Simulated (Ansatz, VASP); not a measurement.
**Two plane-wave programs on GaP**

```
Ga P
1.0
     3.89674    0.00000    0.00000
    -1.94837    3.37468    0.00000
     0.00000    0.00000   35.54946
Ga P
2 2
Direct
  0.33333 0.66667 0.19540
  0.33333 0.66667 0.33906
  0.00000 0.00000 0.18453
  0.00000 0.00000 0.34994
```

Change from the starting cell: species swapped into a sheet of the GaS type.

Alike in both runs: functional PBE; k mesh 12 × 12 × 1; occupations gaussian, width 0.02 eV; no spin polarisation.

Ansatz relaxed the structure, and its values are those at the end. VASP's run is a single point on that final structure, the one shown.

```csv
,VASP,Ansatz
version,VASP 6.6.1,Ansatz 0.2.0
potentials or method,"VASP PAW PBE potentials, release 64 (Ga_d, P), cutoff 520 eV","scalar-relativistic, plane waves, PAW"
valence electrons in the cell,36,36
```

```csv
,VASP,Ansatz,Ansatz less VASP
gap on the k mesh at the Fermi level (eV),1.59,1.58,-0.011
least direct gap on the mesh (eV),1.93,1.93,-0.004
```

Ansatz's warnings: slab cell height set.
